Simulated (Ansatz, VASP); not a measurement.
This is a calculation of CaCo for VASP 6.6.1.

The input INCAR:

```
SYSTEM = CaCo
PREC = Accurate ; ENCUT = 520
EDIFF = 1E-6 ; ISMEAR = -1
SIGMA = 0.05 ; LREAL = .FALSE.
LASPH = .TRUE. ; NELM = 150
ALGO = Fast ; ISIF = 2
LWAVE = .FALSE. ; LCHARG = .FALSE.
ISPIN = 2 ; MAGMOM = 0 2
LORBIT = 11 ; LMAXMIX = 4
GGA = PE ; NBANDS = 20
```

Contents of KPOINTS:

```
Automatic mesh
0
G
  9 9 9
  0 0 0
```

The input POSCAR:

```
CaCo
1.0
    0.0000000000      2.5345022265      2.5345022265
    2.5345022265      0.0000000000      2.5345022265
    2.5345022265      2.5345022265      0.0000000000
Ca Co
1 1
Direct
    0.5000000000      0.5000000000      0.5000000000
    0.0000000000      0.0000000000      0.0000000000
```

Potentials or basis: VASP PAW PBE potentials, release 64 (Ca_sv, Co).

Run with:

```bash
$ cat potpaw_PBE.64/Ca_sv/POTCAR potpaw_PBE.64/Co/POTCAR > POTCAR
$ mpirun -np 1 vasp_std > vasp.out
```

Set up the same calculation for Ansatz 0.2.0. Potentials there: all-electron LAPW, scalar-relativistic.

As run (the cutoff follows the program's own potentials):

The input input.yaml:

```yaml
crystal:
  lattice:
    - [0.0, 2.5345022265, 2.5345022265]
    - [2.5345022265, 0.0, 2.5345022265]
    - [2.5345022265, 2.5345022265, 0.0]
  atoms:
    - { symbol: Ca, position: [0.5, 0.5, 0.5] }
    - { symbol: Co, position: [0.0, 0.0, 0.0], spin: 2.0 }
kpoints:
  mp_grid: { grid: [9, 9, 9] }
scf:
  occupations: { method: fermi_dirac, width: 0.05 }
hamiltonian:
  xc: pbe
  pseudopotentials: { kind: all_electron, lapw: { basis_error: 0.0005 } }
magnetization:
  spin_polarized: true
output:
  forces: true
  stress: true
  eigenvalues: true
```

Potentials or basis: all-electron LAPW, scalar-relativistic.

Run with:

```sh
$ ansatz run input.yaml --threads 2 --pin off --max-ram 6144MiB --backend cpu --events-out ev --progress --plain --runs-dir out
```

Both were run:

|  | VASP | Ansatz | Ansatz less VASP |
| --- | --- | --- | --- |
| gap on the k mesh at the Fermi level (eV) | none | none | - |
| pressure (GPa) | 25.7 | 25.6 | -0.09 |
| net moment per atom (μB) | 0.50 | 0.50 | +0.001 |
| size of the moment on the site where the two differ most (μB) | 1.09 | 1.12 | +0.026 |

Site moments also hang on the region over which each program counts them. A gap of «none» marks a metal or a gap that the smearing closes. Ansatz ran all-electron here, and VASP with PAW potentials.
